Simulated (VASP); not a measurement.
# GaN (wurtzite type) (P6_3mc) in VASP: further runs

GaN (wurtzite type) is run at these levels: PBE; tasks: single point, relaxation of cell and atoms.

Program: VASP 6.6.1. These are calculated values, not measurements. Logs are shortened: lines on timing, memory, paths and dates and some standing lists are left out, and cuts for length are marked.

## (1) The cell of the first run

It takes space group P6_3mc (No. 186, hexagonal). Conventional cell: a = 3.127 Å, b = 3.127 Å, c = 5.095 Å, α = 90.00°, β = 90.00°, γ = 120.00°. Ga (site symmetry 3m) has 4 N at 1.91 to 1.92 Å within 2.5 Å. N (site symmetry 3m) has 4 Ga at 1.91 to 1.92 Å within 2.5 Å.

## (2) Single point, PBE

INCAR reads:

```
ALGO = Normal
EDIFF = 1E-6
ENCUT = 520
GGA = PE
ISIF = 2
ISMEAR = -1
LASPH = True
LCHARG = False
LREAL = False
LWAVE = False
NBANDS = 26
NELM = 100
PREC = Accurate
SIGMA = 0.08
```

KPOINTS reads:

```
k-points
0
Gamma
  12 12 7
```

POSCAR reads:

```
GaN
1.0
    3.1268203167      0.0000000000      0.0000000000
   -1.5634101583      2.7079058273      0.0000000000
    0.0000000000      0.0000000000      5.0951184739
Ga N
2 2
Direct
    0.3333333333      0.6666666667     -0.0002149387
    0.6666666667      0.3333333333      0.4997850613
    0.3333333333      0.6666666667      0.3762149387
    0.6666666667      0.3333333333      0.8762149387
```

Potentials or basis: VASP PAW PBE potentials, release 64 (Ga_d, N).

The run is started by

```
$ cat potpaw_PBE.64/Ga_d/POTCAR potpaw_PBE.64/N/POTCAR > POTCAR
$ mpirun -np 1 vasp_std > vasp.out
```

OUTCAR:

```text
EDIFF = 1E-6
   ENCUT = 520
   GGA = PE
   ISIF = 2
   ISMEAR = -1
   LASPH = True
   LREAL = False
   NELM = 100
   PREC = Accurate

 ion  position               nearest neighbor table
   1  0.333  0.667  1.000-   4 1.91   4 1.91   4 1.91   3 1.92
   2  0.667  0.333  0.500-   3 1.91   3 1.91   3 1.91   4 1.92
   3  0.333  0.667  0.376-   2 1.91   2 1.91   2 1.91   1 1.92
   4  0.667  0.333  0.876-   1 1.91   1 1.91   1 1.91   2 1.92

  LATTYP: Found a hexagonal cell.
 ALAT       =     3.1268203167
 C/A-ratio  =     1.6294887323

  Lattice vectors:

 A1 = (   3.1268203167,   0.0000000000,   0.0000000000)
 A2 = (  -1.5634101583,   2.7079058273,   0.0000000000)
 A3 = (   0.0000000000,   0.0000000000,   5.0951184739)

Analysis of symmetry for initial positions (statically):
=====================================================================
 Subroutine PRICEL returns:
 Original cell was already a primitive cell.

 Routine SETGRP: Setting up the symmetry group for a
 hexagonal supercell.

 Subroutine GETGRP returns: Found 12 space group operations
 (whereof  6 operations were pure point group operations)
 out of a pool of 24 trial point group operations.

The static configuration has the point symmetry C_3v.
 The point group associated with its full space group is C_6v.

Analysis of symmetry for dynamics (positions and initial velocities):
=====================================================================
 Subroutine PRICEL returns:
 Original cell was already a primitive cell.

 Routine SETGRP: Setting up the symmetry group for a
 hexagonal supercell.

 Subroutine GETGRP returns: Found 12 space group operations
 (whereof  6 operations were pure point group operations)
 out of a pool of 24 trial point group operations.

The dynamic configuration has the point symmetry C_3v.
 The point group associated with its full space group is C_6v.

 Subroutine INISYM returns: Found 12 space group operations
 (whereof  6 operations are pure point group operations),
 and found     1 'primitive' translations

----------------------------------------------------------------------------------------

                                     Primitive cell

  volume of cell :      43.1411
[... 82 lines left out ...]
   NGXF,Y,Z  is equivalent  to a cutoff of  25.52, 25.52, 26.10 a.u.
 SYSTEM =  unknown system
   PREC   = accura    normal or accurate (medium, high low for compatibility)
   ISTART =      0    job   : 0-new  1-cont  2-samecut
   ICHARG =      2    charge: 1-file 2-atom 10-const
   ISPIN  =      1    spin polarized calculation?
   LNONCOLLINEAR =      F non collinear calculations
   LSORBIT =      F    spin-orbit coupling
   LASPH  =      T    aspherical Exc in radial PAW
   ENCUT  =  520.0 eV  38.22 Ry    6.18 a.u.   5.81  5.81  9.47*2*pi/ulx,y,z
   NELM   =    100;   NELMIN=  2; NELMDL= -5     # of ELM steps
   EDIFF  = 0.1E-05   stopping-criterion for ELM
   LREAL  =      F    real-space projection
   EDIFFG = 0.1E-04   stopping-criterion for IOM
   NSW    =      0    number of steps for IOM
   IBRION =     -1    ionic relax: 0-MD 1-quasi-New 2-CG
   NFREE  =      0    steps in history (QN), initial steepest desc. (CG)
   ISIF   =      2    stress and relaxation
   ISYM   =      2    0-nonsym 1-usesym 2-fastsym
   POTIM  = 0.5000    time-step for ionic-motion
   TEBEG  =    0.0;   TEEND  =   0.0 temperature during run
   PSTRESS=    0.0 pullay stress
   NELECT =      36.0000    total number of electrons
   NUPDOWN=      -1.0000    fix difference up-down
   EMIN   =  10.00;   EMAX   =-10.00  energy-range for DOS
   EFERMI =   0.00;   METHOD = LEGACY
   ISMEAR =    -1;   SIGMA  =   0.08  broadening in eV -4-tet -1-fermi 0-gaus
   EFERMI_NEDOS =   21; number of points for ismear=-14 and -15
   IALGO  =     38    algorithm
   IMIX   =      4    mixing-type and parameters
     AMIX     =   0.40;   BMIX     =  1.00
     AMIX_MAG =   1.60;   BMIX_MAG =  1.00
  volume/ion in A,a.u.               =      10.79        72.78
  Fermi-wavevector in a.u.,A,eV,Ry     =   1.541270  2.912578 32.320822  2.375513
  Thomas-Fermi vector in A             =   2.647240
   LORBIT       =      0    0 simple, 1 ext, 2 COOP (PROOUT), +10 PAW based schemes
   GGA     = PE    functional components
   LHFCALC =     F    Hartree Fock is set to
   AEXX    =    0.0000 exact exchange contribution
   IVDW    =     0    specifies the selected vdW correction
   LEPSILON=     F    determine dielectric tensor
   LRPA    =     F    only Hartree local field effects (RPA)
 non-spin polarized calculation
  energy-cutoff  :      520.00
  volume of cell :       43.14
 maximum number of plane-waves:      1183
 NGX is ok and might be reduce to    24
   NGX = 11   NGY = 11   NGZ = 19

 number of electron      36.0000034 magnetization

 Free energy of the ion-electron system (eV)
  ---------------------------------------------------
  ext. energy  EPLUGINS =         0.00000000
  ---------------------------------------------------
  free energy    TOTEN  =       -24.12272998 eV

  energy without entropy =      -24.12272997  energy(sigma->0) =      -24.12272998

 E-fermi :   7.2141     XC(G=0): -11.9803

 val. band max:        5.9645757724   @ k =   0.0000   0.0000   0.0000
 cond. band min:       8.2589888733   @ k =   0.0000   0.0000   0.0000
 fundamental gap:      2.2944131009
 Fermi energy:         7.2141355508

 k-point     1 :       0.0000    0.0000    0.0000
  band No.  band energies     occupation
      1     -10.5263      2.00000
      2      -9.4168      2.00000
      3      -7.5340      2.00000
      4      -7.5161      2.00000
      5      -7.5161      2.00000
      6      -7.4428      2.00000
[... 685 lines left out ...]
     25      17.7267      0.00000
     26      19.5564      0.00000

 [... further k-points ...]
[... 5 lines left out ...]
  --------------------------------------------------------------------------------------
  -------------------------------------------------------------------------------------
  Total        4.8373704      4.8373704      4.8524035      0.0000000      0.0000000      0.0000000
  in kB      179.6507994    179.6507994    180.2090998      0.0000000      0.0000000      0.0000000
  external PRESSURE =     179.8368995 kB  Pullay stress =       0.0000000 kB

 VOLUME and BASIS-vectors are now :
 -----------------------------------------------------------------------------
  energy-cutoff  :      520.00
  volume of cell :       43.14
      direct lattice vectors                 reciprocal lattice vectors
     3.126820317  0.000000000  0.000000000     0.319813708  0.184644530  0.000000000
    -1.563410158  2.707905827  0.000000000     0.000000000  0.369289061  0.000000000
     0.000000000  0.000000000  5.095118474     0.000000000  0.000000000  0.196266290

 POSITION                                       TOTAL-FORCE (eV/Angst)
 -----------------------------------------------------------------------------------
     -0.00000      1.80527      5.09402         0.000000     -0.000000      0.000308
      1.56341      0.90264      2.54646        -0.000000     -0.000000      0.000308
     -0.00000      1.80527      1.91686        -0.000000     -0.000000     -0.000308
      1.56341      0.90264      4.46442         0.000000      0.000000     -0.000308
 -----------------------------------------------------------------------------------
    total drift:                               -0.000001     -0.000001      0.000173

  FREE ENERGIE OF THE ION-ELECTRON SYSTEM (eV)
  ---------------------------------------------------
  free  energy   TOTEN  =       -24.1227299810 eV

  energy  without entropy=      -24.1227299700  energy(sigma->0) =      -24.12272998
```

stdout:

```text
POSCAR found type information on POSCAR GaN
 POSCAR found :  2 types and       4 ions
 scaLAPACK will be used
 LDA part: xc-table for (Slater+PW92), standard interpolation
 POSCAR, INCAR and KPOINTS ok, starting setup
 FFT: planning ... GRIDC
 FFT: planning ... GRID_SOFT
 FFT: planning ... GRID
 WAVECAR not read
 entering main loop
```

Run time: 57 s. Hardware: 1 thread of Intel Xeon 6975P-C, shared host; peak memory 0.21 GiB.

Results:

```
Free energy            : -24.1227 eV
Pressure               : 18.0 GPa
Band gap on the k mesh : 2.29 eV, direct
```

Levels at points of the mesh, in eV from the valence-band top:
| k point | band 15 | band 16 | band 17 | band 18 | band 19 | band 20 | band 21 | band 22 |
| --- | --- | --- | --- | --- | --- | --- | --- | --- |
| (0.00, 0.00, 0.00) | -1.11 | -0.05 | 0.00 | 0.00 | 2.29 | 4.64 | 9.52 | 10.23 |
| (0.50, 0.00, 0.00) | -4.47 | -2.95 | -2.38 | -1.07 | 5.23 | 5.88 | 6.22 | 9.07 |

Expect the measured gap to be larger: semilocal functionals such as PBE lack the derivative discontinuity.

## (3) Single point, PBE

INCAR reads:

```
SYSTEM = GaN
PREC = Accurate
ENCUT = 520
EDIFF = 1E-6
ISMEAR = -1
SIGMA = 0.08
LREAL = .FALSE.
LASPH = .TRUE.
NELM = 60
ALGO = Normal
ISIF = 2
LWAVE = .FALSE.
LCHARG = .FALSE.
GGA = PE
NBANDS = 26
```

KPOINTS reads:

```
regular mesh
0
G
  12 12 7
  0 0 0
```

POSCAR is that of step 2.

Potentials or basis: VASP PAW PBE potentials, release 64 (Ga_d, N).

The run is started by

```
$ cat potpaw_PBE.64/Ga_d/POTCAR potpaw_PBE.64/N/POTCAR > POTCAR
$ mpirun -np 1 vasp_std > vasp.out
```

OUTCAR:

```text
SYSTEM = GaN
   PREC = Accurate
   ENCUT = 520
   EDIFF = 1E-6
   ISMEAR = -1
   LREAL = .FALSE.
   LASPH = .TRUE.
   NELM = 60
   ISIF = 2
   GGA = PE

 ion  position               nearest neighbor table
   1  0.333  0.667  1.000-   4 1.91   4 1.91   4 1.91   3 1.92
   2  0.667  0.333  0.500-   3 1.91   3 1.91   3 1.91   4 1.92
   3  0.333  0.667  0.376-   2 1.91   2 1.91   2 1.91   1 1.92
   4  0.667  0.333  0.876-   1 1.91   1 1.91   1 1.91   2 1.92

  LATTYP: Found a hexagonal cell.
 ALAT       =     3.1268203167
 C/A-ratio  =     1.6294887323

  Lattice vectors:

 A1 = (   3.1268203167,   0.0000000000,   0.0000000000)
 A2 = (  -1.5634101583,   2.7079058273,   0.0000000000)
 A3 = (   0.0000000000,   0.0000000000,   5.0951184739)

Analysis of symmetry for initial positions (statically):
=====================================================================
 Subroutine PRICEL returns:
 Original cell was already a primitive cell.

 Routine SETGRP: Setting up the symmetry group for a
 hexagonal supercell.

[... 166 lines left out ...]
  ext. energy  EPLUGINS =         0.00000000
  ---------------------------------------------------
  free energy    TOTEN  =       -24.12272998 eV

  energy without entropy =      -24.12272997  energy(sigma->0) =      -24.12272998

 E-fermi :   7.2141     XC(G=0): -11.9803

 val. band max:        5.9645757724   @ k =   0.0000   0.0000   0.0000
 cond. band min:       8.2589888733   @ k =   0.0000   0.0000   0.0000
 fundamental gap:      2.2944131009
 Fermi energy:         7.2141355508

 k-point     1 :       0.0000    0.0000    0.0000
  band No.  band energies     occupation
      1     -10.5263      2.00000
      2      -9.4168      2.00000
      3      -7.5340      2.00000
      4      -7.5161      2.00000
      5      -7.5161      2.00000
      6      -7.4428      2.00000
[... 685 lines left out ...]
     25      17.7267      0.00000
     26      19.5564      0.00000

 [... further k-points ...]
[... 5 lines left out ...]
  --------------------------------------------------------------------------------------
  -------------------------------------------------------------------------------------
  Total        4.8373704      4.8373704      4.8524035      0.0000000      0.0000000      0.0000000
  in kB      179.6507994    179.6507994    180.2090998      0.0000000      0.0000000      0.0000000
  external PRESSURE =     179.8368995 kB  Pullay stress =       0.0000000 kB

 VOLUME and BASIS-vectors are now :
 -----------------------------------------------------------------------------
  energy-cutoff  :      520.00
  volume of cell :       43.14
      direct lattice vectors                 reciprocal lattice vectors
     3.126820317  0.000000000  0.000000000     0.319813708  0.184644530  0.000000000
    -1.563410158  2.707905827  0.000000000     0.000000000  0.369289061  0.000000000
     0.000000000  0.000000000  5.095118474     0.000000000  0.000000000  0.196266290

 POSITION                                       TOTAL-FORCE (eV/Angst)
 -----------------------------------------------------------------------------------
     -0.00000      1.80527      5.09402         0.000000     -0.000000      0.000308
      1.56341      0.90264      2.54646        -0.000000     -0.000000      0.000308
     -0.00000      1.80527      1.91686        -0.000000     -0.000000     -0.000308
      1.56341      0.90264      4.46442         0.000000      0.000000     -0.000308
 -----------------------------------------------------------------------------------
    total drift:                               -0.000001     -0.000001      0.000173

  FREE ENERGIE OF THE ION-ELECTRON SYSTEM (eV)
  ---------------------------------------------------
  free  energy   TOTEN  =       -24.1227299810 eV

  energy  without entropy=      -24.1227299700  energy(sigma->0) =      -24.12272998
```

OSZICAR:

```text
N       E                     dE             d eps       ncg     rms          rms(c)
DAV:   1     0.277434596535E+03    0.27743E+03   -0.17690E+04  4348   0.263E+03
DAV:   2     0.653034435742E+01   -0.27090E+03   -0.25567E+03  4304   0.485E+02
DAV:   3    -0.272643823926E+02   -0.33795E+02   -0.33344E+02  4656   0.141E+02
DAV:   4    -0.283158146126E+02   -0.10514E+01   -0.10476E+01  4656   0.267E+01
DAV:   5    -0.283380297514E+02   -0.22215E-01   -0.22196E-01  4810   0.378E+00    0.112E+01
DAV:   6    -0.240327640234E+02    0.43053E+01   -0.99564E+00  6548   0.515E+01    0.307E+00
DAV:   7    -0.241408389817E+02   -0.10807E+00   -0.15875E+00  4242   0.920E+00    0.278E+00
DAV:   8    -0.241360514481E+02    0.47875E-02   -0.13254E-01  5950   0.562E+00    0.706E-01
DAV:   9    -0.241221327499E+02    0.13919E-01   -0.52305E-02  6462   0.408E+00    0.298E-01
DAV:  10    -0.241228371587E+02   -0.70441E-03   -0.33704E-03  4406   0.525E-01    0.833E-02
DAV:  11    -0.241227217768E+02    0.11538E-03   -0.85015E-04  5892   0.532E-01    0.244E-02
DAV:  12    -0.241227275973E+02   -0.58205E-05   -0.89271E-05  4502   0.897E-02    0.892E-03
DAV:  13    -0.241227298909E+02   -0.22935E-05   -0.15495E-05  5616   0.383E-02    0.718E-03
DAV:  14    -0.241227299810E+02   -0.90123E-07   -0.28762E-06  4054   0.156E-02
   1 F= -.24122730E+02 E0= -.24122730E+02  d E =-.110321E-07
```

Wall time 76 s (1 thread of Intel Xeon 6975P-C, shared host); peak memory 0.21 GiB.

What came out:

* Free energy: -24.1227 eV
* Pressure: 18.0 GPa
* Band gap on the k mesh: 2.29 eV, direct

Levels at points of the mesh, in eV from the valence-band top:
```csv
k point,band 16,band 17,band 18,band 19,band 20,band 21
"(0.00, 0.00, 0.00)",-0.05,0.00,0.00,2.29,4.64,9.52
"(0.50, 0.00, 0.00)",-2.95,-2.38,-1.07,5.23,5.88,6.22
```

As with any semilocal functional, this PBE gap is likely too small.

## (4) Relaxation of cell and atoms, PBE, target pressure 18 GPa, at which the enthalpy is minimised

This run uses another cell than the first one, of 10.58 Å³/atom, 0.981 times its volume.

INCAR reads:

```
SYSTEM = GaN
  PREC = Accurate
  ENCUT = 600
  EDIFF = 1E-6
  ISMEAR = -1
  SIGMA = 0.08
  LREAL = .False.
  LASPH = .True.
  NELM = 80
  ALGO = Normal
  ISIF = 3
  LWAVE = .False.
  LCHARG = .False.
  GGA = PE
  IBRION = 2
  NSW = 60
  EDIFFG = -0.005
  PSTRESS = 180.0
```

KPOINTS reads:

```
Automatic mesh
0
Gamma
  12 12 7
  0 0 0
```

POSCAR reads:

```
GaN
1.0
    3.1069532765      0.0000000000      0.0000000000
   -1.5534766382      2.6907004658      0.0000000000
    0.0000000000      0.0000000000      5.0643338407
Ga N
2 2
Direct
    0.3333333333      0.6666666667      0.0000000000
    0.6666666667      0.3333333333      0.5000000000
    0.3333333333      0.6666666667      0.3760000000
    0.6666666667      0.3333333333      0.8760000000
```

The run is started by

```
$ cat potpaw_PBE.64/Ga_d/POTCAR potpaw_PBE.64/N/POTCAR > POTCAR
$ mpirun -np 1 vasp_std > vasp.out
```

It took 11 min on 1 thread of AMD EPYC 7R43 (Zen 3), shared host; peak memory 0.2 GiB.

The run converged. Its results:

```yaml
Free_energy: -24.1203 eV
Relaxed_volume: 10.78 Å³/atom
Relaxed_cell: a = 3.125 Å, b = 3.125 Å, c = 5.096 Å, α = 90.00°, β = 90.00°, γ = 120.00°
Space_group_after_relaxing_to_0.05_Å: P6_3mc (No. 186)
Energy_change_on_relaxing_the_enthalpy_is_what_falls: -24.2 meV/atom
Ionic_steps: 12
Pressure_after_relaxing: 18.0 GPa
Largest_force_after_relaxing: 0.005 eV/Å
Band_gap_on_the_k_mesh: 2.30 eV, direct
```

Forces in eV/Å, atoms in the order of the input:
```
Ga   0.000  0.000 -0.005
Ga   0.000  0.000 -0.005
N    0.000  0.000  0.005
N    0.000  0.000  0.005
```

Step by step:
```csv
step,energy change (eV),largest force (eV/Å),pressure (GPa),volume (Å³)
1,0.0000,0.0230,22.57,42.34
2,-0.2007,0.0108,12.07,44.21
3,-0.0979,0.0072,18.03,43.11
4,-0.0997,0.0066,17.64,43.13
5,-0.0845,0.0010,18.67,42.99
6,-0.0960,0.0055,18.04,43.09
7,-0.0962,0.0066,18.08,43.10
8,-0.0979,0.0064,17.74,43.11
9,-0.0966,0.0053,18.20,43.10
10,-0.0973,0.0067,17.98,43.11
11,-0.0972,0.0056,17.98,43.11
12,-0.0969,0.0046,18.00,43.10
```

Final structure:
```
Ga N
1.0
     3.12520    0.00000    0.00000
    -1.56260    2.70651    0.00000
     0.00000    0.00000    5.09586
Ga N
2 2
Direct
  0.33333 0.66667 0.99989
  0.66667 0.33333 0.49989
  0.33333 0.66667 0.37611
  0.66667 0.33333 0.87611
```

Levels at points of the mesh, in eV from the valence-band top:
```csv
k point,band 15,band 16,band 17,band 18,band 19,band 20,band 21,band 22
"(0.00, 0.00, 0.00)",-1.11,-0.06,0.00,0.00,2.30,4.65,9.52,10.24
"(0.50, 0.00, 0.00)",-4.48,-2.95,-2.39,-1.07,5.23,5.88,6.22,9.07
```

Caveat: the cell is relaxed towards a set pressure, so the enthalpy falls and the energy may rise.
